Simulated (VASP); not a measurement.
Ba: single point with PBE

Ba:

```
Ba
1.0
    -2.50650    2.50650    2.50650
     2.50650   -2.50650    2.50650
     2.50650    2.50650   -2.50650
Ba
1
Direct
  0.00000 0.00000 0.00000
```

| Item | Value |
| --- | --- |
| Program | VASP 6.6.1 |
| Task | single point |
| Functional | PBE |
| Potentials or basis | VASP PAW PBE potentials, release 64 (Ba_sv) |
| Cutoff | 520 eV |
| k mesh | 12 × 12 × 12 |
| Occupations | gaussian, width 0.1 eV |
| Spin | no spin polarisation |
| Dipole correction | no |
| Further INCAR settings | ALGO = Fast; EDIFF = 1e-06; NBANDS = 11 |

```
Pressure               : 0.1 GPa
Band gap on the k mesh : zero (band 5 reaches 2.17 eV, above the bottom of band 6 at 1.10 eV)
```

Levels at points of the mesh, in eV from the Fermi level:
| k point | band 3 | band 4 | band 5 | band 6 | band 7 | band 8 |
| --- | --- | --- | --- | --- | --- | --- |
| (0.00, 0.00, 0.00) | -13.83 | -13.83 | -2.75 | 1.83 | 1.83 | 1.83 |
| (0.50, 0.00, 0.00) | -13.98 | -13.83 | -0.89 | 0.69 | 1.25 | 3.20 |
| (0.50, 0.50, 0.50) | -14.15 | -14.15 | -0.54 | -0.54 | 4.36 | 4.36 |

It took 19 s on 1 thread of Intel(R) Xeon(R) Platinum 8375C CPU @ 2.90GHz (Ice Lake), on a shared host, peak memory 0.2 GiB.

Caveat: spin-orbit coupling is left out, which moves the levels of the heavy elements.
